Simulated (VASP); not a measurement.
Here is a VASP 6.6.1 calculation.

The input INCAR:

```
SYSTEM = Ir
PREC     = Accurate       ! precision mode
ENCUT    = 520            ! plane-wave cutoff, eV
EDIFF    = 1E-6           ! SCF threshold, eV
ISMEAR   = -1             ! smearing method
SIGMA    = 0.1            ! smearing width, eV
LREAL    = .False.        ! projectors in reciprocal space
LASPH    = .True.         ! aspherical terms in the spheres
NELM     = 80             ! most SCF steps
ALGO     = Normal         ! electronic algorithm
ISIF     = 2              ! what is computed and relaxed
LWAVE    = .False.        ! write WAVECAR
LCHARG   = .False.        ! write CHGCAR
GGA      = RP             ! functional
NBANDS   = 16             ! bands
```

The input KPOINTS:

```
Automatic mesh
0
Gamma
  17 17 10
  0 0 0
```

File POSCAR:

```
Ir
1.0
   -2.4701862252      2.1202810405      1.3050446818
    2.1202810405     -2.4701862252      1.3050446818
    2.8276099063      2.8276099063     -1.9458966685
Ir
2
Direct
    0.9772084782      0.0227915218      0.0000000000
    0.7727915218      0.2272084782      0.5000000000
```

Potentials or basis: VASP PAW PBE potentials, release 64 (Ir).

Run with:

```console
$ cat potpaw_PBE.64/Ir/POTCAR > POTCAR
$ mpirun -np 1 vasp_std > vasp.out
```

**Question.** Estimate the band gap on the k mesh.

**Answer.** Zero (band 9 reaches 10.60 eV, above the bottom of band 10 at 7.73 eV).

**Question.** What does it give for the largest force?

**Answer.** 0.205 eV/Å.

**Question.** Predict the pressure.

**Answer.** 12.9 GPa.

Stress tensor (GPa, compression positive):
```
12.60  1.22  0.02
 1.22 12.60  0.02
 0.02  0.02 13.48
```

Caveat: the PAW data sets were made with another functional, which shifts forces and pressure a little; spin-orbit coupling is left out, which moves the levels of the heavy elements.
